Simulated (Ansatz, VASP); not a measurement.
# Si2BN in VASP and in Ansatz

```
CELL_PARAMETERS angstrom
3.00838 0.00000 0.00000
0.00000 3.00838 0.00000
0.00000 0.00000 4.08770
ATOMIC_POSITIONS crystal
Si 0.50000 0.50000 0.50000
Si 0.00000 0.00000 0.00000
B 0.00000 0.00000 0.50000
N 0.50000 0.50000 0.00000
```

Alike in both runs: functional PBE; k mesh 16 × 16 × 12; occupations gaussian, width 0.1 eV; no spin polarisation.

Ansatz relaxed the structure, and its values are those at the end. VASP's run is a single point on that final structure, the one shown.

```csv
,VASP,Ansatz
version,VASP 6.6.1,Ansatz 0.2.0
potentials or method,"VASP PAW PBE potentials, release 64 (Si, B, N), cutoff 520 eV","scalar-relativistic, plane waves, PAW"
valence electrons in the cell,16,16
```

```csv
,VASP,Ansatz,Ansatz less VASP
gap on the k mesh at the Fermi level (eV),none,none,-
pressure (GPa),0.1,0.0,-0.09
```

A gap of «none» marks a metal or a gap that the smearing closes.
